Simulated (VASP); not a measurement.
# Ni (Fm-3m) in VASP: notebook

Runs on Ni. Level: PBE. Tasks: single point.

Everything below comes from runs of VASP 6.6.1. Logs are shortened: lines on timing, memory, paths and dates and some standing lists are left out, and cuts for length are marked.

**1. The cell of the first run**

The structure is cubic, space group Fm-3m (No. 225). The conventional cell has a = 3.293 Å, b = 3.293 Å, c = 3.293 Å, α = 90.00°, β = 90.00°, γ = 90.00°. Within 3.1 Å of Ni (site symmetry m-3m) lie 12 Ni at 2.33 Å.

**2. Single point, PBE, collinear spin, ferromagnetic start**

INCAR

```
SYSTEM = Ni
PREC     = Accurate       ! precision mode
ENCUT    = 520            ! plane-wave cutoff, eV
EDIFF    = 1E-6           ! SCF threshold, eV
ISMEAR   = 0              ! smearing method
SIGMA    = 0.15           ! smearing width, eV
LREAL    = .FALSE.        ! projectors in reciprocal space
LASPH    = .TRUE.         ! aspherical terms in the spheres
NELM     = 150            ! most SCF steps
ALGO     = Normal         ! electronic algorithm
ISIF     = 2              ! what is computed and relaxed
LWAVE    = .FALSE.        ! write WAVECAR
LCHARG   = .TRUE.         ! write CHGCAR
ISPIN    = 2              ! spin polarisation
MAGMOM   = 1              ! initial moments
LORBIT   = 11             ! projections on sites
NUPDOWN  = 1.0            ! fixed moment
LMAXMIX  = 4              ! l up to which the mixer works
GGA      = PE             ! functional
LELF     = .TRUE.         ! ELF
LVHAR    = .TRUE.       
NBANDS   = 15             ! bands
```

KPOINTS

```
regular mesh
0
G
  24 24 24
  0 0 0
```

POSCAR

```
Ni
1.0
    0.0000000000      1.6465492621      1.6465492621
    1.6465492621      0.0000000000      1.6465492621
    1.6465492621      1.6465492621      0.0000000000
Ni
1
Direct
    0.0000000000      0.0000000000      0.0000000000
```

Potentials or basis: VASP PAW PBE potentials, release 64 (Ni).

Command:

```sh
cat potpaw_PBE.64/Ni/POTCAR > POTCAR
mpirun -np 1 vasp_std > vasp.out
```

OUTCAR:

```text
SYSTEM = Ni
   PREC = Accurate
   ENCUT = 520
   EDIFF = 1E-6
   ISMEAR = 0
   LREAL = .FALSE.
   LASPH = .TRUE.
   NELM = 150
   ISIF = 2
   ISPIN = 2
   LORBIT = 11
   NUPDOWN = 1.0
   GGA = PE

 ion  position               nearest neighbor table
   1  0.000  0.000  0.000-

  LATTYP: Found a face centered cubic cell.
 ALAT       =     3.2930985242

  Lattice vectors:

 A1 = (   0.0000000000,   1.6465492621,   1.6465492621)
 A2 = (   1.6465492621,   0.0000000000,   1.6465492621)
 A3 = (   1.6465492621,   1.6465492621,   0.0000000000)

Analysis of symmetry for initial positions (statically):
=====================================================================
 Subroutine PRICEL returns:
 Original cell was already a primitive cell.

 Routine SETGRP: Setting up the symmetry group for a
 face centered cubic supercell.

 Subroutine GETGRP returns: Found 48 space group operations
 (whereof 48 operations were pure point group operations)
 out of a pool of 48 trial point group operations.

The static configuration has the point symmetry O_h .

Analysis of symmetry for dynamics (positions and initial velocities):
=====================================================================
 Subroutine PRICEL returns:
 Original cell was already a primitive cell.

 Routine SETGRP: Setting up the symmetry group for a
 face centered cubic supercell.

 Subroutine GETGRP returns: Found 48 space group operations
 (whereof 48 operations were pure point group operations)
 out of a pool of 48 trial point group operations.

The dynamic configuration has the point symmetry O_h .

Analysis of structural, dynamic, and magnetic symmetry:
=====================================================================
 Subroutine PRICEL returns:
 Original cell was already a primitive cell.

 Routine SETGRP: Setting up the symmetry group for a
 face centered cubic supercell.

 Subroutine GETGRP returns: Found 48 space group operations
 (whereof 48 operations were pure point group operations)
 out of a pool of 48 trial point group operations.

The overall configuration has the point symmetry O_h .

 Subroutine INISYM returns: Found 48 space group operations
 (whereof 48 operations are pure point group operations),
 and found     1 'primitive' translations

----------------------------------------------------------------------------------------

                                     Primitive cell

  volume of cell :       8.9280

[... 124 lines left out ...]

 number of electron      10.0000001 magnetization       1.0000000

 Free energy of the ion-electron system (eV)
  ---------------------------------------------------
  ext. energy  EPLUGINS =         0.00000000
  ---------------------------------------------------
  free energy    TOTEN  =        -5.00812762 eV

  energy without entropy =       -4.99637916  energy(sigma->0) =       -5.00225339

 E-fermi :  12.3381     XC(G=0): -14.4850

 val. band max:       13.7710091556   @ k =  -0.2083   0.2917   0.1250
 cond. band min:      12.3442282559   @ k =  -0.3750   0.1667   0.0000
 fundamental gap:     -1.4267808997
 Fermi energy:        13.8203540048

 spin component 1

 k-point     1 :       0.0000    0.0000    0.0000
  band No.  band energies     occupation
      1       1.9406      1.00000
      2       9.1704      1.00000
      3       9.1704      1.00000
      4       9.1704      1.00000
      5      10.6938      1.00000
      6      10.6938      1.00000
      7      37.8035      0.00000
      8      43.2394      0.00000
      9      43.2394      0.00000
     10      43.2394      0.00000
     11      47.0728      0.00000
     12      47.0728      0.00000
     13      47.0728      0.00000
     14      49.3699      0.00000
[... 403 lines left out ...]
      4      10.7156      1.00000
      5      11.5724      1.00000
      6      12.0629      1.00000
      7      20.3171      0.00000
      8      36.0810      0.00000
      9      39.6178      0.00000
     10      40.4918      0.00000
     11      44.1133      0.00000
     12      44.7829      0.00000
     13      51.2276      0.00000
     14      57.2450      0.00000
     15      62.2186      0.00000

 [... further k-points ...]

 spin component 2

 k-point     1 :       0.0000    0.0000    0.0000
  band No.  band energies     occupation
      1       2.0820      1.00000
      2      10.2515      1.00000
      3      10.2515      1.00000
      4      10.2515      1.00000
      5      11.6448      1.00000
      6      11.6448      1.00000
      7      37.8113      0.00000
      8      43.3809      0.00000
      9      43.3809      0.00000
     10      43.3809      0.00000
     11      47.3972      0.00000
     12      47.3972      0.00000
     13      47.3972      0.00000
     14      49.4587      0.00000
[... 403 lines left out ...]
      4      11.2088      1.00000
      5      12.6995      0.00033
      6      12.9252      0.00000
      7      20.9650      0.00000
      8      36.1391      0.00000
      9      39.8961      0.00000
     10      40.7652      0.00000
     11      44.3667      0.00000
     12      45.0370      0.00000
     13      51.6975      0.00000
     14      59.1837      0.00000
     15      62.5817      0.00000

 [... further k-points ...]

------------------------ aborting loop because EDIFF is reached ----------------------------------------

  FORCE on cell =-STRESS in cart. coord.  units (eV):
  Direction    XX          YY          ZZ          XY          YZ          ZX
  --------------------------------------------------------------------------------------
  -------------------------------------------------------------------------------------
  Total        3.8646187      3.8646187      3.8646187      0.0000000      0.0000000      0.0000000
  in kB      693.5264777    693.5264777    693.5264777      0.0000000      0.0000000      0.0000000
  external PRESSURE =     693.5264777 kB  Pullay stress =       0.0000000 kB

 VOLUME and BASIS-vectors are now :
 -----------------------------------------------------------------------------
  energy-cutoff  :      520.00
  volume of cell :        8.93
      direct lattice vectors                 reciprocal lattice vectors
     0.000000000  1.646549262  1.646549262    -0.303665376  0.303665376  0.303665376
     1.646549262  0.000000000  1.646549262     0.303665376 -0.303665376  0.303665376
     1.646549262  1.646549262  0.000000000     0.303665376  0.303665376 -0.303665376

 POSITION                                       TOTAL-FORCE (eV/Angst)
 -----------------------------------------------------------------------------------
      0.00000      0.00000      0.00000        -0.000000     -0.000000      0.000000
 -----------------------------------------------------------------------------------
    total drift:                                0.000000     -0.000000      0.000000

  FREE ENERGIE OF THE ION-ELECTRON SYSTEM (eV)
  ---------------------------------------------------
  free  energy   TOTEN  =        -5.0081276179 eV

  energy  without entropy=       -4.9963791594  energy(sigma->0) =       -5.00225339

 total charge

# of ion       s       p       d       tot
------------------------------------------
    1        0.609   0.739   8.387   9.736

 magnetization (x)

# of ion       s       p       d       tot
------------------------------------------
    1        0.011   0.018   0.955   0.984
```

OSZICAR:

```text
N       E                     dE             d eps       ncg     rms          rms(c)
DAV:   1     0.336833902443E+02    0.33683E+02   -0.41505E+03 26762   0.902E+02
DAV:   2    -0.476769347924E+01   -0.38451E+02   -0.35616E+02 27895   0.169E+02
DAV:   3    -0.605332282816E+01   -0.12856E+01   -0.12798E+01 30464   0.303E+01
DAV:   4    -0.605855769000E+01   -0.52349E-02   -0.52343E-02 31206   0.186E+00
DAV:   5    -0.605858658806E+01   -0.28898E-04   -0.28897E-04 31237   0.126E-01    0.132E+01
DAV:   6    -0.515713287549E+01    0.90145E+00   -0.87799E+00 34200   0.360E+01    0.524E+00
DAV:   7    -0.503443553512E+01    0.12270E+00   -0.70760E-01 28669   0.982E+00    0.304E+00
DAV:   8    -0.501071543122E+01    0.23720E-01   -0.14495E-02 37925   0.885E-01    0.130E+00
DAV:   9    -0.500836908190E+01    0.23463E-02   -0.12252E-03 39905   0.228E-01    0.220E-01
DAV:  10    -0.500812125321E+01    0.24783E-03   -0.45027E-04 37320   0.127E-01    0.488E-02
DAV:  11    -0.500812733131E+01   -0.60781E-05   -0.10223E-05 28517   0.363E-02    0.181E-02
DAV:  12    -0.500812761794E+01   -0.28663E-06   -0.11504E-06 26973   0.903E-03
   1 F= -.50081276E+01 E0= -.50022534E+01  d E =-.117485E-01  mag=     1.0000
```

stdout:

```text
POSCAR found type information on POSCAR Ni
 POSCAR found :  1 types and       1 ions
 scaLAPACK will be used
 LDA part: xc-table for (Slater+PW92), standard interpolation
 POSCAR, INCAR and KPOINTS ok, starting setup
 FFT: planning ... GRIDC
 FFT: planning ... GRID_SOFT
 FFT: planning ... GRID
 WAVECAR not read
 entering main loop
```

Run time: 69 s. Hardware: 1 thread of AMD EPYC 9R45 (Zen 5), shared host; peak memory 0.16 GiB.

What came out:

```yaml
Free_energy: -5.0081 eV
Pressure: 69.4 GPa
Net_moment: 1.00 μB per cell
Site_moments: Ni +0.98 μB
Valence_electrons_inside_the_program's_atomic_spheres: Ni 9.74
```

Caveat: the total moment is fixed, so each spin has its own Fermi level.

**3. Single point, PBE, collinear spin, ferromagnetic start**

INCAR

```
PREC = Accurate
ENCUT = 520
EDIFF = 1E-7
ISMEAR = 0
SIGMA = 0.15
LREAL = F
LASPH = T
NELM = 150
ALGO = Fast
ISIF = 2
LWAVE = F
LCHARG = T
ISPIN = 2
MAGMOM = 0.125
LORBIT = 11
NUPDOWN = 0.125
LMAXMIX = 4
GGA = PE
LELF = T
LVHAR = T
NBANDS = 15
```

KPOINTS

```
regular mesh
0
Gamma
  24 24 24
```

POSCAR is that of step 2.

Potentials or basis: VASP PAW PBE potentials, release 64 (Ni).

Command:

```sh
cat potpaw_PBE.64/Ni/POTCAR > POTCAR
mpirun -np 1 vasp_std > vasp.out
```

OUTCAR:

```text
PREC = Accurate
   ENCUT = 520
   EDIFF = 1E-7
   ISMEAR = 0
   LREAL = F
   LASPH = T
   NELM = 150
   ISIF = 2
   ISPIN = 2
   LORBIT = 11
   NUPDOWN = 0.125
   GGA = PE

 ion  position               nearest neighbor table
   1  0.000  0.000  0.000-

  LATTYP: Found a face centered cubic cell.
 ALAT       =     3.2930985242

  Lattice vectors:

 A1 = (   0.0000000000,   1.6465492621,   1.6465492621)
 A2 = (   1.6465492621,   0.0000000000,   1.6465492621)
[... 1074 lines left out ...]
  -------------------------------------------------------------------------------------
  Total        3.4523483      3.4523483      3.4523483     -0.0000000     -0.0000000     -0.0000000
  in kB      619.5423503    619.5423503    619.5423503     -0.0000000     -0.0000000     -0.0000000
  external PRESSURE =     619.5423503 kB  Pullay stress =       0.0000000 kB

 VOLUME and BASIS-vectors are now :
 -----------------------------------------------------------------------------
  energy-cutoff  :      520.00
  volume of cell :        8.93
      direct lattice vectors                 reciprocal lattice vectors
     0.000000000  1.646549262  1.646549262    -0.303665376  0.303665376  0.303665376
     1.646549262  0.000000000  1.646549262     0.303665376 -0.303665376  0.303665376
     1.646549262  1.646549262  0.000000000     0.303665376  0.303665376 -0.303665376

 POSITION                                       TOTAL-FORCE (eV/Angst)
 -----------------------------------------------------------------------------------
      0.00000      0.00000      0.00000        -0.000000     -0.000000      0.000000
 -----------------------------------------------------------------------------------
    total drift:                                0.000000     -0.000000      0.000000

  FREE ENERGIE OF THE ION-ELECTRON SYSTEM (eV)
  ---------------------------------------------------
  free  energy   TOTEN  =        -5.1312988089 eV

  energy  without entropy=       -5.0996739769  energy(sigma->0) =       -5.11548639

 total charge

# of ion       s       p       d       tot
------------------------------------------
    1        0.592   0.699   8.451   9.742

 magnetization (x)

# of ion       s       p       d       tot
------------------------------------------
    1       -0.002  -0.007   0.133   0.124
```

OSZICAR:

```text
N       E                     dE             d eps       ncg     rms          rms(c)
DAV:   1     0.330483246094E+02    0.33048E+02   -0.41537E+03 26794   0.899E+02
DAV:   2    -0.484070769097E+01   -0.37889E+02   -0.35340E+02 27895   0.168E+02
DAV:   3    -0.612431501838E+01   -0.12836E+01   -0.12687E+01 30555   0.302E+01
DAV:   4    -0.612962777089E+01   -0.53128E-02   -0.53120E-02 31109   0.187E+00
DAV:   5    -0.612965721433E+01   -0.29443E-04   -0.29444E-04 31442   0.128E-01    0.123E+01
RMM:   6    -0.530558206293E+01    0.82408E+00   -0.10304E+00 33813   0.108E+01    0.511E+00
RMM:   7    -0.516267867066E+01    0.14290E+00   -0.84730E-02 33711   0.293E+00    0.289E+00
RMM:   8    -0.513296859432E+01    0.29710E-01   -0.34352E-03 35619   0.439E-01    0.589E-01
RMM:   9    -0.513150660783E+01    0.14620E-02   -0.58846E-04 35281   0.242E-01    0.175E-01
RMM:  10    -0.513128888441E+01    0.21772E-03   -0.18042E-04 34532   0.132E-01    0.318E-02
RMM:  11    -0.513129901696E+01   -0.10133E-04   -0.33074E-05 35456   0.457E-02    0.849E-03
RMM:  12    -0.513129877673E+01    0.24023E-06   -0.45101E-06 36137   0.144E-02    0.270E-03
RMM:  13    -0.513129880893E+01   -0.32208E-07   -0.56946E-07 33413   0.523E-03
   1 F= -.51312988E+01 E0= -.51154864E+01  d E =-.316248E-01  mag=     0.1250
```

stdout:

```text
POSCAR found type information on POSCAR Ni
 POSCAR found :  1 types and       1 ions
 scaLAPACK will be used
 LDA part: xc-table for (Slater+PW92), standard interpolation
 POSCAR, INCAR and KPOINTS ok, starting setup
 FFT: planning ... GRIDC
 FFT: planning ... GRID_SOFT
 FFT: planning ... GRID
 WAVECAR not read
 entering main loop
WARNING in EDDRMM: call to ZHEGV failed, returncode =   8  4     13
WARNING in EDDRMM: call to ZHEGV failed, returncode =   6  3     12
WARNING in EDDRMM: call to ZHEGV failed, returncode =   6  3     13
WARNING in EDDRMM: call to ZHEGV failed, returncode =   8  4     12
WARNING in EDDRMM: call to ZHEGV failed, returncode =   6  3     13
WARNING in EDDRMM: call to ZHEGV failed, returncode =   8  4     15
WARNING in EDDRMM: call to ZHEGV failed, returncode =   8  4     13
WARNING in EDDRMM: call to ZHEGV failed, returncode =   6  3     10
WARNING in EDDRMM: call to ZHEGV failed, returncode =   6  3     12
WARNING in EDDRMM: call to ZHEGV failed, returncode =   6  3     13
WARNING in EDDRMM: call to ZHEGV failed, returncode =   8  4     12
WARNING in EDDRMM: call to ZHEGV failed, returncode =   6  3     11
 num prob WARNING in EDDRMM: call to ZHEGV failed, returncode =   6  3     11
```

It took 86 s on 1 thread of AMD EPYC 9R45 (Zen 5), shared host; peak memory 0.16 GiB.

What came out:

- Free energy: -5.1313 eV
- Pressure: 62.0 GPa
- Net moment: 0.12 μB per cell
- Site moments: Ni +0.12 μB
- Valence electrons inside the program's atomic spheres: Ni 9.74

Caveat: the total moment is fixed, so each spin has its own Fermi level.
